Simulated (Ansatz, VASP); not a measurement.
**One calculation of AgBr, two programs**

The input INCAR:

```
ALGO = Normal
EDIFF = 1E-6
ENCUT = 500
GGA = PS
GGA_COMPAT = F
ISIF = 2
ISMEAR = -1
LASPH = T
LCHARG = F
LREAL = F
LWAVE = F
NBANDS = 16
NELM = 120
PREC = Accurate
SIGMA = 0.02
```

Contents of KPOINTS:

```
k-points
0
Gamma
  7 7 7
```

File POSCAR:

```
AgBr
1.0
    0.0000000000      2.8271344891      2.8271344891
    2.8271344891      0.0000000000      2.8271344891
    2.8271344891      2.8271344891      0.0000000000
Ag Br
1 1
Direct
    0.5000000000      0.5000000000      0.5000000000
    0.0000000000      0.0000000000      0.0000000000
```

Input for Ansatz:

```yaml
crystal:
  lattice:
    - [0.0, 2.8271344891, 2.8271344891]
    - [2.8271344891, 0.0, 2.8271344891]
    - [2.8271344891, 2.8271344891, 0.0]
  atoms:
    - { symbol: Ag, position: [0.5, 0.5, 0.5] }
    - { symbol: Br, position: [0.0, 0.0, 0.0] }
kpoints:
  mp_grid: { grid: [7, 7, 7] }
  band_path:
    path:
      - [0.0, 0.0, 0.0]
      - [0.5, 0.0, 0.5]
      - [0.625, 0.25, 0.625]
      - [0.375, 0.375, 0.75]
      - [0.0, 0.0, 0.0]
      - [0.5, 0.5, 0.5]
      - [0.5, 0.25, 0.75]
      - [0.5, 0.0, 0.5]
    npoints: 5
scf:
  occupations: { method: fermi_dirac, width: 0.02 }
hamiltonian:
  xc: pbesol
  pseudopotentials: { kind: all_electron, lapw: { basis_error: 0.0005 } }
output:
  forces: true
  stress: true
  eigenvalues: true
```

Change from the starting cell: volume scaled by 0.94.

Alike in both runs: task single point; functional PBEsol; k mesh 7 × 7 × 7; occupations fermi-dirac, width 0.02 eV; no spin polarisation.

```csv
,VASP,Ansatz
version,VASP 6.6.1,Ansatz 0.2.0
potentials or method,"VASP PAW PBE potentials, release 64 (Ag, Br), cutoff 500 eV","all-electron LAPW, scalar-relativistic"
```

```tsv
	VASP	Ansatz	Ansatz less VASP
pressure (GPa)	0.6	0.6	+0.03
```

VASP's potentials were made for PBE, not for PBEsol. Ansatz ran all-electron here, and VASP with PAW potentials.
